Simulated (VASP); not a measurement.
# AlNi (Cmmm) in VASP: further runs, part 2 of 2

VASP 6.6.1.

**3. Single point, BLYP, collinear spin, ferromagnetic start**

Contents of INCAR:

```
SYSTEM = AlNi
PREC = Accurate
ENCUT = 520
EDIFF = 1E-7
ISMEAR = -1
SIGMA = 0.1
LREAL = .False.
LASPH = .True.
NELM = 150
ALGO = Normal
ISIF = 2
LWAVE = .False.
LCHARG = .True.
ISPIN = 2
MAGMOM = 0 1.5
LORBIT = 11
LMAXMIX = 4
GGA = B5
ALDAX = 1.0
AGGAX = 1.0
AGGAC = 1.0
ALDAC = 0.0
LELF = .True.
LVHAR = .True.
NBANDS = 18
```

Contents of KPOINTS:

```
regular mesh
0
Gamma
  11 11 10
  0 0 0
```

Contents of POSCAR:

```
AlNi
1.0
    1.9386940000     -1.9531900000      0.0000000000
    1.9386940000      1.9531900000      0.0000000000
    0.0000000000      0.0000000000      3.0994300000
Al Ni
1 1
Direct
    0.0000000000      0.0000000000      0.0000000000
    0.5000000000      0.5000000000      0.5000000000
```

Potentials or basis: VASP PAW PBE potentials, release 64 (Al, Ni).

Started as:

```bash
$ cat potpaw_PBE.64/Al/POTCAR potpaw_PBE.64/Ni/POTCAR > POTCAR
$ mpirun -np 1 vasp_std > vasp.out
```

OUTCAR:

```text
SYSTEM = AlNi
   PREC = Accurate
   ENCUT = 520
   EDIFF = 1E-7
   ISMEAR = -1
   LREAL = .False.
   LASPH = .True.
   NELM = 150
   ISIF = 2
   ISPIN = 2
   LORBIT = 11
   GGA = B5

 ion  position               nearest neighbor table
   1  0.000  0.000  0.000-   2 2.48   2 2.48   2 2.48   2 2.48   2 2.49   2 2.49   2 2.49   2 2.49

   2  0.500  0.500  0.500-   1 2.48   1 2.48   1 2.48   1 2.48   1 2.49   1 2.49   1 2.49   1 2.49

  LATTYP: Found a base centered orthorhombic cell.
 ALAT       =     3.8773880000
 B/A-ratio  =     1.0074771986
 C/A-ratio  =     0.7993602910

  Lattice vectors:

 A1 = (   1.9386940000,  -1.9531900000,   0.0000000000)
 A2 = (   1.9386940000,   1.9531900000,   0.0000000000)
 A3 = (   0.0000000000,   0.0000000000,   3.0994300000)

Analysis of symmetry for initial positions (statically):
=====================================================================
 Subroutine PRICEL returns:
 Original cell was already a primitive cell.

 Routine SETGRP: Setting up the symmetry group for a
 base centered orthorhombic supercell.

[... 696 lines left out ...]
 spin component 2

 k-point     1 :       0.0000    0.0000    0.0000
  band No.  band energies     occupation
      1      -0.4472      1.00000
      2       7.3500      1.00000
      3       7.4805      1.00000
      4       9.0594      1.00000
      5       9.0786      1.00000
      6       9.3469      1.00000
[... 493 lines left out ...]
     17      33.1070      0.00000
     18      37.6649      0.00000

 [... further k-points ...]
[... 5 lines left out ...]
  --------------------------------------------------------------------------------------
  -------------------------------------------------------------------------------------
  Total        2.0161640      1.7901360      1.0364466      0.0000000      0.0000000      0.0000000
  in kB      137.6166119    122.1886939     70.7443771      0.0000000      0.0000000      0.0000000
  external PRESSURE =     110.1832277 kB  Pullay stress =       0.0000000 kB

 VOLUME and BASIS-vectors are now :
 -----------------------------------------------------------------------------
  energy-cutoff  :      520.00
  volume of cell :       23.47
      direct lattice vectors                 reciprocal lattice vectors
     1.938694000 -1.953190000  0.000000000     0.257905580 -0.255991481  0.000000000
     1.938694000  1.953190000  0.000000000     0.257905580  0.255991481  0.000000000
     0.000000000  0.000000000  3.099430000     0.000000000  0.000000000  0.322639969

 POSITION                                       TOTAL-FORCE (eV/Angst)
 -----------------------------------------------------------------------------------
      0.00000      0.00000      0.00000        -0.000000     -0.000000      0.000000
      1.93869      0.00000      1.54971         0.000000      0.000000      0.000000
 -----------------------------------------------------------------------------------
    total drift:                                0.000000      0.000000      0.000000

  FREE ENERGIE OF THE ION-ELECTRON SYSTEM (eV)
  ---------------------------------------------------
  free  energy   TOTEN  =        -8.5260960032 eV

  energy  without entropy=       -8.4974553166  energy(sigma->0) =       -8.51177566

 total charge

# of ion       s       p       d       tot
------------------------------------------
    1        0.386   0.422   0.000   0.808
    2        0.493   0.532   8.523   9.547
--------------------------------------------------
tot          0.879   0.955   8.523  10.356

 magnetization (x)

# of ion       s       p       d       tot
------------------------------------------
    1        0.000  -0.000   0.000   0.000
    2        0.000   0.000   0.000   0.000
--------------------------------------------------
tot          0.000   0.000   0.000   0.000
```

stdout:

```text
POSCAR found type information on POSCAR AlNi
 POSCAR found :  2 types and       2 ions
 scaLAPACK will be used
 -----------------------------------------------------------------------------
|                                                                             |
|                                                                             |
|     You enforced a specific xc type in the INCAR file but a different       |
|     I HOPE YOU KNOW WHAT YOU ARE DOING!                                     |
|                                                                             |
 -----------------------------------------------------------------------------

 LDA part: xc-table for (Slater(with rela. corr.)+VWN5), standard interpolation
 POSCAR, INCAR and KPOINTS ok, starting setup
 FFT: planning ... GRIDC
 FFT: planning ... GRID_SOFT
 FFT: planning ... GRID
 WAVECAR not read
 entering main loop
```

Run time: 64 s. Hardware: 1 thread of Intel Xeon 6975P-C (Granite Rapids), shared host; peak memory 0.24 GiB.

Results:

* Free energy: -8.5261 eV
* Pressure: 11.0 GPa
* Net moment: 0.00 μB per cell
* Valence electrons inside the program's atomic spheres: Al 0.81; Ni 9.55

Stress tensor (GPa, compression positive):
```
13.76  0.00  0.00
 0.00 12.22  0.00
 0.00  0.00  7.07
```

Levels at points of the mesh, in eV from the Fermi level:
Spin up:
```csv
k point,band 5,band 6,band 7,band 8,band 9,band 10
"(0.00, 0.00, 0.00)",-1.71,-1.45,2.92,7.00,7.05,7.30
"(0.00, 0.00, 0.50)",-2.14,-1.40,-1.32,8.50,11.20,11.25
```
Spin down:
| k point | band 5 | band 6 | band 7 | band 8 | band 9 | band 10 |
| --- | --- | --- | --- | --- | --- | --- |
| (0.00, 0.00, 0.00) | -1.71 | -1.45 | 2.92 | 7.00 | 7.05 | 7.30 |
| (0.00, 0.00, 0.50) | -2.14 | -1.40 | -1.32 | 8.50 | 11.20 | 11.25 |

Caveat: the starting moments collapsed, and a magnetic state may lie lower; the PAW data sets were made with another functional, which shifts forces and pressure a little.

**4. Single point, LDA, collinear spin, ferromagnetic start**

Contents of INCAR:

```
ALGO     = Normal         # electronic algorithm
EDIFF    = 1E-6           # SCF threshold, eV
ENCUT    = 520            # plane-wave cutoff, eV
GGA      = CA             # functional
ISIF     = 2              # what is computed and relaxed
ISMEAR   = -1             # smearing method
ISPIN    = 2              # spin polarisation
LASPH    = True           # aspherical terms in the spheres
LCHARG   = False          # write CHGCAR
LMAXMIX  = 4              # l up to which the mixer works
LORBIT   = 11             # projections on sites
LREAL    = False          # projectors in reciprocal space
LWAVE    = False          # write WAVECAR
MAGMOM   = 0 1.5          # initial moments
NBANDS   = 18             # bands
NELM     = 150            # most SCF steps
PREC     = Accurate       # precision mode
SIGMA    = 0.1            # smearing width, eV
```

Contents of KPOINTS:

```
k-points
0
Gamma
  11 11 10
```

POSCAR is that of step 3.

Potentials or basis: VASP PAW LDA potentials, release 64 (Al, Ni).

Started as:

```bash
$ cat potpaw_LDA.64/Al/POTCAR potpaw_LDA.64/Ni/POTCAR > POTCAR
$ mpirun -np 1 vasp_std > vasp.out
```

It took 57 s on 1 thread of Intel Xeon 6975P-C (Granite Rapids), shared host; peak memory 0.23 GiB.

It converged, with:

* Free energy: -12.1549 eV
* Pressure: -4.7 GPa
* Net moment: 0.00 μB per cell
* Valence electrons inside the program's atomic spheres: Al 0.82; Ni 9.52

Stress tensor (GPa, compression positive):
```
-1.86  0.00  0.00
 0.00 -3.43  0.00
 0.00  0.00 -8.90
```

Levels at points of the mesh, in eV from the Fermi level:
Spin up:
```tsv
k point	band 4	band 5	band 6	band 7	band 8	band 9	band 10	band 11
(0.00, 0.00, 0.00)	-1.71	-1.70	-1.40	2.91	6.98	7.03	7.22	8.71
(0.00, 0.00, 0.50)	-2.15	-2.13	-1.35	-1.29	8.46	11.15	11.19	11.42
```
Spin down:
| k point | band 4 | band 5 | band 6 | band 7 | band 8 | band 9 | band 10 | band 11 |
| --- | --- | --- | --- | --- | --- | --- | --- | --- |
| (0.00, 0.00, 0.00) | -1.71 | -1.69 | -1.40 | 2.91 | 6.98 | 7.03 | 7.22 | 8.71 |
| (0.00, 0.00, 0.50) | -2.15 | -2.13 | -1.35 | -1.29 | 8.46 | 11.15 | 11.19 | 11.42 |

Caveat: the starting moments collapsed, and a magnetic state may lie lower.
